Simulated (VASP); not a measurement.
Set up this calculation in VASP 6.6.1, as the native input.

- Task: single point
- Functional: r2SCAN
- Dispersion: D3(BJ)
- Potentials or basis: VASP PAW PBE potentials, release 64 (Ti_sv, O)
- Cutoff: 520 eV
- k mesh: 6 × 6 × 5
- Occupations: fermi-dirac, width 0.05 eV
- Spin: no spin polarisation
- Dipole correction: no
- Further INCAR settings: ALGO = Normal; EDIFF = 1e-07; NBANDS = 46

TiO2:

```xyz
9
Lattice="5.4433 0.0000 0.0000 -2.7216 4.7140 0.0000 0.0000 0.0000 5.9301" Properties=species:S:1:pos:R:3 pbc="T T T"
Ti    2.4776    0.0000    1.9767
Ti   -1.2388    2.1457    3.9534
Ti    1.4828    2.5684    0.0000
O     0.8105    4.1263    0.6276
O     3.5321    0.5877    3.3258
O     0.4466    1.9490    4.5810
O     3.1683    2.7650    5.3025
O    -1.2571    3.3527    2.6043
O     1.4646    1.3613    1.3491
```

These files were run (other wordings do the same):

POSCAR

```
TiO2
1.0
    5.4432812682      0.0000000000      0.0000000000
   -2.7216406341      4.7140198582      0.0000000000
    0.0000000000      0.0000000000      5.9300740870
Ti O
3 6
Direct
    0.4551670225      0.0000000000      0.3333333333
    0.0000000000      0.4551670225      0.6666666667
    0.5448329775      0.5448329775      0.0000000000
    0.5865555816      0.8753277880      0.1058293905
    0.7112277936      0.1246722120      0.5608372761
    0.2887722064      0.4134444184      0.7724960572
    0.8753277880      0.5865555816      0.8941706095
    0.1246722120      0.7112277936      0.4391627239
    0.4134444184      0.2887722064      0.2275039428
```

INCAR.step1

```
PREC = Accurate
ENCUT = 520
ISMEAR = -1
SIGMA = 0.05
LREAL = F
LASPH = T
NELM = 80
NBANDS = 46
GGA = PE
ALGO = Normal
EDIFF = 1E-4
LWAVE = T
LCHARG = F
```

INCAR.step2

```
PREC = Accurate
ENCUT = 520
EDIFF = 1E-7
ISMEAR = -1
SIGMA = 0.05
LREAL = F
LASPH = T
NELM = 80
ALGO = Normal
ISIF = 2
LWAVE = F
LCHARG = F
METAGGA = R2SCAN
LMIXTAU = T
IVDW = 12
VDW_S6 = 1.0
VDW_S8 = 0.78981345
VDW_A1 = 0.49484001
VDW_A2 = 5.73083694
NBANDS = 46
ISTART = 1
```

KPOINTS

```
Automatic mesh
0
Gamma
  6 6 5
```

Potentials or basis: VASP PAW PBE potentials, release 64 (Ti_sv, O).

The run is started by

```sh
$ cat potpaw_PBE.64/Ti_sv/POTCAR potpaw_PBE.64/O/POTCAR > POTCAR
$ cp INCAR.step1 INCAR
$ mpirun -np 1 vasp_std > vasp.out
$ cp INCAR.step2 INCAR
$ mpirun -np 1 vasp_std > vasp.out
```

Results of the run:

```json
{
 "Pressure": "0.7 GPa",
 "Largest force": "0.078 eV/Å",
 "Band gap on the k mesh": "4.14 eV (least direct gap 4.19 eV)",
 "Dispersion energy per atom": "-0.072 eV"
}
```

Caveat: three body term missing; the PAW data sets were made with another functional, which shifts forces and pressure a little.

It took 24 min on 1 thread of Oxide Virtual Turin-like Processor, with other jobs on the host, peak memory 0.34 GiB.
